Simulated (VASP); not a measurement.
# CuF (P6_3/mmc) in VASP: single point with PBE

Aim: the single point of CuF with PBE.

All numbers are computed with VASP 6.6.1; they aren't measurements. Logs are shortened: lines on timing, memory, paths and dates and some standing lists are left out, and cuts for length are marked.

### Step 1. The cell of the first run

The structure is hexagonal, space group P6_3/mmc (No. 194). The conventional cell has a = 3.509 Å, b = 3.509 Å, c = 5.083 Å, α = 90.00°, β = 90.00°, γ = 120.00°. Cu (site symmetry -6m2) has 5 F at 2.03 to 2.54 Å within 2.7 Å. Within 2.7 Å of F (site symmetry -6m2) lie 5 Cu at 2.03 to 2.54 Å.

### Step 2. Single point, PBE

INCAR

```
PREC = Accurate
ENCUT = 700
EDIFF = 1E-6
ISMEAR = -1
SIGMA = 0.02
LREAL = F
LASPH = T
NELM = 120
ALGO = Normal
ISIF = 2
LWAVE = F
LCHARG = T
GGA = PE
LELF = T
LVHAR = T
NBANDS = 34
ISYM = 0
GGA_COMPAT = F
```

KPOINTS

```
Automatic mesh
0
Gamma
  6 6 4
  0.5 0.5 0.5
```

POSCAR

```
CuF
1.0
    3.5086571495      0.0000000000      0.0000000000
   -1.7543285748      3.0385862246      0.0000000000
    0.0000000000      0.0000000000      5.0825198930
Cu F
2 2
Direct
    0.3333333333      0.6666666667      0.2500000000
    0.6666666667      0.3333333333      0.7500000000
    0.6666666667      0.3333333333      0.2500000000
    0.3333333333      0.6666666667      0.7500000000
```

Potentials or basis: VASP PAW PBE potentials, release 64 (Cu_sv_GW, F).

Launch:

```bash
> cat potpaw_PBE.64/Cu_sv_GW/POTCAR potpaw_PBE.64/F/POTCAR > POTCAR
> mpirun -np 1 vasp_std > vasp.out
```

OUTCAR:

```text
PREC = Accurate
   ENCUT = 700
   EDIFF = 1E-6
   ISMEAR = -1
   LREAL = F
   LASPH = T
   NELM = 120
   ISIF = 2
   GGA = PE
   ISYM = 0

 ion  position               nearest neighbor table
   1  0.333  0.667  0.250-   3 2.03   3 2.03   3 2.03
   2  0.667  0.333  0.750-   4 2.03   4 2.03   4 2.03
   3  0.667  0.333  0.250-   1 2.03   1 2.03   1 2.03
   4  0.333  0.667  0.750-   2 2.03   2 2.03   2 2.03

IMPORTANT INFORMATION: All symmetrisations will be switched off!
NOSYMM: (Re-)initialisation of all symmetry stuff for point group C_1.

----------------------------------------------------------------------------------------

                                     Primitive cell

  volume of cell :      54.1866

  direct lattice vectors                    reciprocal lattice vectors
     3.508657149  0.000000000  0.000000000     0.285009323  0.164550210  0.000000000
    -1.754328575  3.038586225  0.000000000     0.000000000  0.329100419  0.000000000
     0.000000000  0.000000000  5.082519893     0.000000000  0.000000000  0.196752796

  length of vectors
     3.508657149  3.508657149  5.082519893     0.329100419  0.329100419  0.196752796

  position of ions in fractional coordinates (direct lattice)
     0.333333333  0.666666667  0.250000000
     0.666666667  0.333333333  0.750000000
     0.666666667  0.333333333  0.250000000
     0.333333333  0.666666667  0.750000000

  ion indices of the primitive-cell ions
   primitive index   ion index
                 1           1
                 2           2
                 3           3
                 4           4

----------------------------------------------------------------------------------------

 KPOINTS: Automatic mesh

Automatic generation of k-mesh.
 Grid dimensions read from file:
 generate k-points for:    6    6    4

 Generating k-lattice:

  Cartesian coordinates                     Fractional coordinates (reciprocal lattice)
     0.047501554  0.027425035  0.000000000     0.166666667 -0.000000000  0.000000000
     0.000000000  0.054850070  0.000000000     0.000000000  0.166666667  0.000000000
     0.000000000  0.000000000  0.049188199     0.000000000  0.000000000  0.250000000

  Length of vectors
     0.054850070  0.054850070  0.049188199

  Shift w.r.t. Gamma in fractional coordinates (k-lattice)
     0.500000000  0.500000000  0.500000000

 Subroutine IBZKPT returns following result:
 ===========================================

 Found    216 irreducible k-points:

 Following reciprocal coordinates:
            Coordinates               Weight
  0.083333  0.083333  0.125000      2.000000
 -0.083333  0.166667  0.125000      2.000000
 -0.166667  0.083333  0.125000      2.000000
 -0.083333 -0.083333  0.125000      2.000000
  0.083333 -0.166667  0.125000      2.000000
  0.166667 -0.083333  0.125000      2.000000
[... 16 lines left out ...]
  0.083333  0.500000  0.125000      2.000000
  0.500000 -0.416667  0.125000      2.000000
 [... further k-points ...]
   k-points           NKPTS =    216   k-points in BZ     NKDIM =    216   number of bands    NBANDS=     34
   number of dos      NEDOS =    301   number of ions     NIONS =      4
   total plane-waves  NPLWV =  43200
   dimension x,y,z NGX =    30 NGY =   30 NGZ =   48
   dimension x,y,z NGXF=    60 NGYF=   60 NGZF=   96
   ions per type =               2   2
   NGX,Y,Z   is equivalent  to a cutoff of  14.21, 14.21, 15.70 a.u.
   NGXF,Y,Z  is equivalent  to a cutoff of  28.43, 28.43, 31.40 a.u.
 SYSTEM =  unknown system
   PREC   = accura    normal or accurate (medium, high low for compatibility)
   ISTART =      0    job   : 0-new  1-cont  2-samecut
   ICHARG =      2    charge: 1-file 2-atom 10-const
   ISPIN  =      1    spin polarized calculation?
   LNONCOLLINEAR =      F non collinear calculations
   LSORBIT =      F    spin-orbit coupling
   LASPH  =      T    aspherical Exc in radial PAW
   ENCUT  =  700.0 eV  51.45 Ry    7.17 a.u.   7.57  7.57 10.96*2*pi/ulx,y,z
   NELM   =    120;   NELMIN=  2; NELMDL= -5     # of ELM steps
   EDIFF  = 0.1E-05   stopping-criterion for ELM
   LREAL  =      F    real-space projection
   EDIFFG = 0.1E-04   stopping-criterion for IOM
   NSW    =      0    number of steps for IOM
   IBRION =     -1    ionic relax: 0-MD 1-quasi-New 2-CG
   NFREE  =      0    steps in history (QN), initial steepest desc. (CG)
   ISIF   =      2    stress and relaxation
   ISYM   =      0    0-nonsym 1-usesym 2-fastsym
   POTIM  = 0.5000    time-step for ionic-motion
   TEBEG  =    0.0;   TEEND  =   0.0 temperature during run
   PSTRESS=    0.0 pullay stress
   NELECT =      52.0000    total number of electrons
   NUPDOWN=      -1.0000    fix difference up-down
   EMIN   =  10.00;   EMAX   =-10.00  energy-range for DOS
   EFERMI =   0.00;   METHOD = LEGACY
   ISMEAR =    -1;   SIGMA  =   0.02  broadening in eV -4-tet -1-fermi 0-gaus
   EFERMI_NEDOS =   21; number of points for ismear=-14 and -15
   IALGO  =     38    algorithm
   IMIX   =      4    mixing-type and parameters
     AMIX     =   0.40;   BMIX     =  1.00
     AMIX_MAG =   1.60;   BMIX_MAG =  1.00
  volume/ion in A,a.u.               =      13.55        91.42
  Fermi-wavevector in a.u.,A,eV,Ry     =   1.614775  3.051483 35.477179  2.607499
  Thomas-Fermi vector in A             =   2.709630
   LORBIT       =      0    0 simple, 1 ext, 2 COOP (PROOUT), +10 PAW based schemes
   GGA     = PE    functional components
   LHFCALC =     F    Hartree Fock is set to
   AEXX    =    0.0000 exact exchange contribution
   IVDW    =     0    specifies the selected vdW correction
   LEPSILON=     F    determine dielectric tensor
   LRPA    =     F    only Hartree local field effects (RPA)
 non-spin polarized calculation
  energy-cutoff  :      700.00
  volume of cell :       54.19
 maximum number of plane-waves:      2295
   NGX = 15   NGY = 15   NGZ = 21

 number of electron      52.0000012 magnetization

 Free energy of the ion-electron system (eV)
  ---------------------------------------------------
  ext. energy  EPLUGINS =         0.00000000
  ---------------------------------------------------
  free energy    TOTEN  =       -14.30441629 eV

  energy without entropy =      -14.29933704  energy(sigma->0) =      -14.30187666

 E-fermi :   3.2895     XC(G=0): -10.3105

 val. band max:        3.2860236854   @ k =   0.0833   0.0833   0.1250
 cond. band min:       3.3347134068   @ k =   0.0000   0.0833   0.3750
 fundamental gap:      0.0486897214
 Fermi energy:         3.2895092343

 k-point     1 :       0.0833    0.0833    0.1250
  band No.  band energies     occupation
      1    -107.4382      2.00000
      2    -107.4380      2.00000
      3     -64.9271      2.00000
      4     -64.9222      2.00000
      5     -64.8730      2.00000
      6     -64.8726      2.00000
[... 26 lines left out ...]
     33      15.5000      0.00000
     34      16.4913      0.00000

 k-point     2 :      -0.0833    0.1667    0.1250
  band No.  band energies     occupation
      1    -107.4382      2.00000
      2    -107.4380      2.00000
      3     -64.9271      2.00000
      4     -64.9222      2.00000
      5     -64.8730      2.00000
      6     -64.8726      2.00000
[... 26 lines left out ...]
     33      15.4997      0.00000
     34      16.4862      0.00000

 k-point     3 :      -0.1667    0.0833    0.1250
  band No.  band energies     occupation
      1    -107.4382      2.00000
      2    -107.4380      2.00000
      3     -64.9271      2.00000
      4     -64.9222      2.00000
      5     -64.8730      2.00000
      6     -64.8726      2.00000
[... 26 lines left out ...]
     33      15.4997      0.00000
     34      16.4878      0.00000

 k-point     4 :      -0.0833   -0.0833    0.1250
  band No.  band energies     occupation
      1    -107.4382      2.00000
      2    -107.4380      2.00000
      3     -64.9271      2.00000
      4     -64.9222      2.00000
      5     -64.8730      2.00000
      6     -64.8726      2.00000
[... 26 lines left out ...]
     33      15.5000      0.00000
     34      16.4866      0.00000

 k-point     5 :       0.0833   -0.1667    0.1250
  band No.  band energies     occupation
      1    -107.4382      2.00000
      2    -107.4380      2.00000
      3     -64.9271      2.00000
      4     -64.9222      2.00000
      5     -64.8730      2.00000
      6     -64.8726      2.00000
[... 621 lines left out ...]
 k-point    22 :      -0.4167   -0.0833    0.1250
  band No.  band energies     occupation
      1    -107.4381      2.00000
      2    -107.4378      2.00000
      3     -64.9256      2.00000
      4     -64.9237      2.00000
      5     -64.8734      2.00000
      6     -64.8732      2.00000
[... 26 lines left out ...]
     33      14.0496      0.00000
     34      15.6503      0.00000

 k-point    23 :       0.0833    0.5000    0.1250
  band No.  band energies     occupation
      1    -107.4381      2.00000
      2    -107.4378      2.00000
      3     -64.9256      2.00000
      4     -64.9237      2.00000
      5     -64.8734      2.00000
      6     -64.8732      2.00000
[... 26 lines left out ...]
     33      14.0496      0.00000
     34      15.6504      0.00000

 k-point    24 :       0.5000   -0.4167    0.1250
  band No.  band energies     occupation
      1    -107.4381      2.00000
      2    -107.4378      2.00000
      3     -64.9256      2.00000
      4     -64.9237      2.00000
      5     -64.8734      2.00000
      6     -64.8732      2.00000
[... 26 lines left out ...]
     33      14.0496      0.00000
     34      15.6503      0.00000

 [... further k-points ...]

------------------------ aborting loop because EDIFF is reached ----------------------------------------

  FORCE on cell =-STRESS in cart. coord.  units (eV):
  Direction    XX          YY          ZZ          XY          YZ          ZX
  --------------------------------------------------------------------------------------
  -------------------------------------------------------------------------------------
  Total        0.8466594      0.8466973      0.6109500     -0.0000363      0.0000159      0.0000026
  in kB       25.0338552     25.0349753     18.0644463     -0.0010738      0.0004703      0.0000769
  external PRESSURE =      22.7110923 kB  Pullay stress =       0.0000000 kB

 VOLUME and BASIS-vectors are now :
 -----------------------------------------------------------------------------
  energy-cutoff  :      700.00
  volume of cell :       54.19
      direct lattice vectors                 reciprocal lattice vectors
     3.508657149  0.000000000  0.000000000     0.285009323  0.164550210  0.000000000
    -1.754328575  3.038586225  0.000000000     0.000000000  0.329100419  0.000000000
     0.000000000  0.000000000  5.082519893     0.000000000  0.000000000  0.196752796

 POSITION                                       TOTAL-FORCE (eV/Angst)
 -----------------------------------------------------------------------------------
     -0.00000      2.02572      1.27063        -0.000016      0.000028     -0.000037
      1.75433      1.01286      3.81189         0.000005     -0.000008      0.000022
      1.75433      1.01286      1.27063         0.000002     -0.000011      0.000009
     -0.00000      2.02572      3.81189         0.000009     -0.000009      0.000006
 -----------------------------------------------------------------------------------
    total drift:                               -0.000021      0.000039     -0.000021

  FREE ENERGIE OF THE ION-ELECTRON SYSTEM (eV)
  ---------------------------------------------------
  free  energy   TOTEN  =       -14.3044162907 eV

  energy  without entropy=      -14.2993370365  energy(sigma->0) =      -14.30187666
```

Run time: 7.5 min. Hardware: 1 thread of Intel Xeon 6975P-C (Granite Rapids), shared host; peak memory 0.65 GiB.

Results:

- Free energy: -14.3044 eV
- Pressure: 2.3 GPa

Stress tensor (GPa, compression positive):
```
2.50 0.00 0.00
0.00 2.50 0.00
0.00 0.00 1.81
```

Levels at points of the mesh, in eV from the Fermi level:
| k point | band 23 | band 24 | band 25 | band 26 | band 27 | band 28 | band 29 | band 30 |
| --- | --- | --- | --- | --- | --- | --- | --- | --- |
| (0.08, 0.08, 0.12) | -0.53 | -0.15 | -0.15 | -0.10 | 0.00 | 3.60 | 5.86 | 9.55 |
